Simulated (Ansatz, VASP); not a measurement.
# Two plane-wave programs on Al

```
Al
1.0
     2.85024    0.00000    0.00000
    -1.42512    2.46838    0.00000
     0.00000    0.00000    4.63657
Al
2
Direct
  0.33333 0.66667 0.25000
  0.66667 0.33333 0.75000
```

Alike in both runs: task single point; functional PBEsol; k mesh 6 × 6 × 4; occupations gaussian, width 0.1 eV; no spin polarisation.

|  | VASP | Ansatz |
| --- | --- | --- |
| version | VASP 6.6.1 | Ansatz 0.2.0 |
| potentials or method | VASP PAW PBE potentials, release 64 (Al), cutoff 500 eV | scalar-relativistic, plane waves, PAW |
| valence electrons in the cell | 6 | 6 |

VASP gave:

* gap on the k mesh at the Fermi level (eV): none
* pressure (GPa): 0.2
* traceless stress, the component that is largest in VASP (GPa): 2.00

Estimate Ansatz's values.

gap on the k mesh at the Fermi level (eV): none; pressure (GPa): 0.1; traceless stress, the component that is largest in VASP (GPa): 1.99.

VASP's potentials were made for PBE, not for PBEsol, and Ansatz warns of the same on its side. A gap of «none» marks a metal or a gap that the smearing closes.

The k mesh is coarse, so the values compare programs but aren't converged.
